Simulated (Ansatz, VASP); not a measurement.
C: VASP beside Ansatz

```
C
1.0
    -2.41040    2.38629    2.38629
     2.41040   -2.43450    2.43450
     2.41040    2.43450   -2.43450
C
8
Direct
  0.32547 0.00000 0.00000
  0.67453 0.67453 0.67453
  0.00000 0.32547 0.00000
  0.00000 0.00000 0.32547
  0.00000 0.67453 0.00000
  0.32547 0.32547 0.32547
  0.67453 0.00000 0.00000
  0.00000 0.00000 0.67453
```

Change from the starting cell: strain -0.0200 x Voigt [0, 0, 0, 1, 0, 0], atoms carried along.

Alike in both runs: task single point; functional LDA; k mesh 8 × 8 × 8; occupations gaussian, width 0.05 eV; no spin polarisation.

```csv
,VASP,Ansatz
version,VASP 6.6.1,Ansatz 0.2.0
potentials or method,"VASP PAW LDA potentials, release 64 (C), cutoff 520 eV","scalar-relativistic, plane waves, PAW"
valence electrons in the cell,32,32
```

|  | VASP | Ansatz | Ansatz less VASP |
| --- | --- | --- | --- |
| gap on the k mesh at the Fermi level (eV) | 2.86 | 2.87 | +0.008 |
| least direct gap on the mesh (eV) | 3.70 | 3.72 | +0.021 |
| pressure (GPa) | 1.1 | 0.0 | -1.07 |
| traceless stress, the component that is largest in VASP (GPa) | 5.91 | 5.93 | +0.027 |
| rms of the force components (eV/Å) | 0.040 | 0.030 | -0.0105 |

LDA's correlation is that of Perdew and Zunger in VASP and of Perdew and Wang (1992) in Ansatz. Atom by atom the forces differ by 0.029 eV/Å (rms over components).
